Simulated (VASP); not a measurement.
Input of a VASP 6.6.1 run:

The input POSCAR:

```
In
1.0
   -1.6641605451      1.6641605451      2.3706050300
    1.6641605451     -1.6641605451      2.3706050300
    1.6641605451      1.6641605451     -2.3706050300
In
1
Direct
    0.0000000000      0.0000000000      0.0000000000
```

Contents of INCAR.step1:

```
ALGO = Normal ; EDIFF = 1E-5
ENCUT = 550 ; GGA = PE
GGA_COMPAT = False ; ISMEAR = -1
LASPH = True ; LCHARG = False
LREAL = False ; LWAVE = True
NBANDS = 12 ; NELM = 120
PREC = Accurate ; SIGMA = 0.02
```

Contents of INCAR.step2:

```
ALGO = Normal ; EDIFF = 1E-6
ENCUT = 550 ; GGA_COMPAT = False
ISIF = 2 ; ISMEAR = -1
ISTART = 1 ; LASPH = True
LCHARG = False ; LMIXTAU = True
LREAL = False ; LWAVE = False
METAGGA = R2SCAN ; NBANDS = 12
NELM = 120 ; PREC = Accurate
SIGMA = 0.02
```

File KPOINTS:

```
k-points
0
Gamma
  10 10 10
```

Potentials or basis: VASP PAW PBE potentials, release 64 (In_d).

Run with:

```console
$ cat potpaw_PBE.64/In_d/POTCAR > POTCAR
$ cp INCAR.step1 INCAR
$ mpirun -np 1 vasp_std > vasp.out
$ cp INCAR.step2 INCAR
$ mpirun -np 1 vasp_std > vasp.out
```

Q: Estimate the pressure.

A: 0.0 GPa.

Q: What does it give for the band gap on the k mesh?

A: Zero (an odd number of electrons rules out a gap without spin polarisation).

Caveat: the PAW data sets were made with another functional, which shifts forces and pressure a little; spin-orbit coupling is left out, which moves the levels of the heavy elements.
